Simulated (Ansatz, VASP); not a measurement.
# TiC in VASP and in Ansatz

The input INCAR:

```
SYSTEM = TiC
PREC = Accurate ; ENCUT = 600
EDIFF = 1E-6 ; ISMEAR = -1
SIGMA = 0.15 ; LREAL = .False.
LASPH = .True. ; NELM = 120
ALGO = Normal ; ISIF = 2
LWAVE = .False. ; LCHARG = .True.
GGA = PS ; LELF = .True.
LVHAR = .True. ; NBANDS = 15
GGA_COMPAT = .False.
```

File KPOINTS:

```
regular mesh
0
Gamma
  11 11 11
  0 0 0
```

POSCAR

```
TiC
1.0
    0.0000000000      2.2424305028      2.2424305028
    2.2424305028      0.0000000000      2.2424305028
    2.2424305028      2.2424305028      0.0000000000
Ti C
1 1
Direct
    0.0000000000      0.0000000000      0.0000000000
    0.5000000000      0.5000000000      0.5000000000
```

Input for Ansatz:

```yaml
crystal:
  lattice:
    - [0.0, 2.242430502825418, 2.242430502825418]
    - [2.242430502825418, 0.0, 2.242430502825418]
    - [2.242430502825418, 2.242430502825418, 0.0]
  atoms:
    - { symbol: Ti, position: [0.0, 0.0, 0.0] }
    - { symbol: C, position: [0.5, 0.5, 0.5] }
basis:
  ecutwfc: 500.0
kpoints:
  mp_grid:
    grid: [11, 11, 11]
hamiltonian:
  xc: pbesol
scf:
  occupations:
    method: fermi_dirac
    width: 0.15
output:
  stress: true
```

Alike in both runs: task single point; functional PBEsol; k mesh 11 × 11 × 11; occupations fermi-dirac, width 0.15 eV; no spin polarisation.

```csv
,VASP,Ansatz
version,VASP 6.6.1,Ansatz 0.2.0
potentials or method,"VASP PAW PBE potentials, release 64 (Ti_sv, C), cutoff 600 eV","plane waves, PAW"
valence electrons in the cell,16,16
```

Ansatz gave:

* pressure (GPa): -26.8

Question: Which values does VASP return?

Answer: Pressure (GPa): -26.6.

VASP's potentials were made for PBE, not for PBEsol. With one functional, cell and mesh, what is left measures potentials, basis and numerics.
